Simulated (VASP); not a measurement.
Wanted: the native input for a VASP 6.6.1 run.

- Task: single point
- Functional: LDA
- Potentials or basis: VASP PAW LDA potentials, release 64 (Y_sv, Pd)
- Cutoff: 520 eV
- k mesh: 7 × 7 × 5
- Occupations: methfessel-paxton, width 0.1 eV
- Spin: no spin polarisation
- Dipole correction: no
- Further INCAR settings: ALGO = Normal; EDIFF = 1e-06; NBANDS = 29

The structure of YPd lies in POSCAR:

```
YPd
1.0
    1.8675670000     -5.2536270000      0.0000000000
    1.8675670000      5.2536270000      0.0000000000
    0.0000000000      0.0000000000      4.5550310000
Y Pd
2 2
Direct
    0.8630270000      0.1369730000      0.7500000000
    0.1369730000      0.8630270000      0.2500000000
    0.5851680000      0.4148320000      0.7500000000
    0.4148320000      0.5851680000      0.2500000000
```

The input as run:

INCAR

```
PREC     = Accurate       # precision mode
ENCUT    = 520            # plane-wave cutoff, eV
EDIFF    = 1E-6           # SCF threshold, eV
ISMEAR   = 1              # smearing method
SIGMA    = 0.1            # smearing width, eV
LREAL    = False          # projectors in reciprocal space
LASPH    = True           # aspherical terms in the spheres
NELM     = 80             # most SCF steps
ALGO     = Normal         # electronic algorithm
ISIF     = 2              # what is computed and relaxed
LWAVE    = False          # write WAVECAR
LCHARG   = True           # write CHGCAR
GGA      = CA             # functional
LELF     = True           # ELF
LVHAR    = True         
NBANDS   = 29             # bands
```

KPOINTS

```
Automatic mesh
0
Gamma
  7 7 5
```

Potentials or basis: VASP PAW LDA potentials, release 64 (Y_sv, Pd).

Command:

```bash
$ cat potpaw_LDA.64/Y_sv/POTCAR potpaw_LDA.64/Pd/POTCAR > POTCAR
$ mpirun -np 1 vasp_std > vasp.out
```

It gave:

* Pressure: -6.0 GPa
* Largest force: 0.076 eV/Å
* Band gap on the k mesh: zero (bands 21 and 22 overlap by 1.18 eV)

Caveat: the cell stands under tension.

Wall time 2.4 min on 1 thread of AMD EPYC 7R13 Processor (Zen 3) (shared host), peak memory 0.25 GiB.
